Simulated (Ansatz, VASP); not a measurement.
Given: the input of a run of VASP 6.6.1 on Pb.

Contents of POSCAR:

```
Pb
1.0
    0.0000000000      2.4415696833      2.4415696833
    2.4415696833      0.0000000000      2.4415696833
    2.4415696833      2.4415696833      0.0000000000
Pb
1
Direct
    0.0000000000      0.0000000000      0.0000000000
```

The input INCAR.step1:

```
ALGO = Normal ; EDIFF = 1E-5
ENCUT = 520 ; GGA = PE
ISIF = 2 ; ISMEAR = -1
LASPH = True ; LCHARG = False
LREAL = False ; LWAVE = True
NBANDS = 13 ; NELM = 80
PREC = Accurate ; SIGMA = 0.05
```

File INCAR.step2:

```
AEXX = 0.5 ; ALGO = Normal
EDIFF = 1E-7 ; ENCUT = 520
ISIF = 2 ; ISMEAR = -1
ISTART = 1 ; LASPH = True
LCHARG = False ; LHFCALC = True
LMIXTAU = True ; LREAL = False
LWAVE = False ; METAGGA = R2SCAN
NBANDS = 13 ; NELM = 80
PREC = Accurate ; PRECFOCK = Normal
SIGMA = 0.05
```

KPOINTS

```
k-points
0
Gamma
  5 5 5
```

Potentials or basis: VASP PAW PBE potentials, release 64 (Pb_d).

Run with:

```bash
$ cat potpaw_PBE.64/Pb_d/POTCAR > POTCAR
$ cp INCAR.step1 INCAR
$ mpirun -np 1 vasp_std > vasp.out
$ cp INCAR.step2 INCAR
$ mpirun -np 1 vasp_std > vasp.out
```

Q: Translate it to Ansatz 0.2.0. Potentials there: Ansatz PAW.

A: As run (the cutoff follows the program's own potentials):

input.yaml

```yaml
crystal:
  lattice:
    - [0.0, 2.4415696833, 2.4415696833]
    - [2.4415696833, 0.0, 2.4415696833]
    - [2.4415696833, 2.4415696833, 0.0]
  atoms:
    - { symbol: Pb, position: [0.0, 0.0, 0.0] }
hamiltonian:
  xc: r2scan50
  pseudopotentials: { kind: paw }
kpoints:
  mp_grid: { grid: [5, 5, 5] }
scf:
  occupations: { method: fermi_dirac, width: 0.05 }
output:
  forces: true
  stress: true
  eigenvalues: true
```

Potentials or basis: Ansatz PAW.

The run is started by

```bash
$ ansatz run input.yaml --threads 2 --pin off --max-ram 5632MiB --backend cpu --events-out ev --progress --plain --runs-dir out
```

Both were run:

|  | VASP | Ansatz | Ansatz less VASP |
| --- | --- | --- | --- |
| gap on the k mesh at the Fermi level (eV) | none | none | - |
| pressure (GPa) | 1.0 | 1.3 | +0.28 |

VASP's potentials were made for PBE, not for r2SCAN50. A gap of «none» marks a metal or a gap that the smearing closes.

The k mesh is coarse, so the values compare programs but aren't converged. Neither program's run includes spin-orbit coupling.
